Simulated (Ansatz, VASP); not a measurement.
## Two plane-wave programs on Si2W

```
W Si
1.0
     4.61685    0.00000    0.00000
    -2.30843    3.99831    0.00000
     0.00000    0.00000    6.65322
W Si
3 6
Direct
  0.50000 0.00000 0.50000
  0.50000 0.50000 0.83333
  0.00000 0.50000 0.16667
  0.32725 0.16363 0.16667
  0.83637 0.16363 0.83333
  0.16363 0.32725 0.50000
  0.67275 0.83637 0.16667
  0.16363 0.83637 0.83333
  0.83637 0.67275 0.50000
```

Alike in both runs: functional r2SCAN; k mesh 7 × 7 × 4; occupations fermi-dirac, width 0.05 eV; no spin polarisation.

```csv
,VASP,Ansatz
version,VASP 6.6.1,Ansatz 0.2.0
potentials or method,"VASP PAW PBE potentials, release 64 (W_sv, Si)",Ansatz PAW
plane-wave cutoff (eV),520,500
valence electrons in the cell,66,66
task,single point,band structure
```

|  | VASP | Ansatz | Ansatz less VASP |
| --- | --- | --- | --- |
| gap on the k mesh at the Fermi level (eV) | 0.34 | 0.33 | -0.002 |
| least direct gap on the mesh (eV) | 0.85 | 0.85 | -0.002 |
| pressure (GPa) | -4.9 | -5.1 | -0.25 |

VASP's potentials were made for PBE, not for r2SCAN.

Neither program's run includes spin-orbit coupling. Noted on Ansatz's run: the k mesh misses the band edges, so the gap on the mesh is wider than the one along the path.
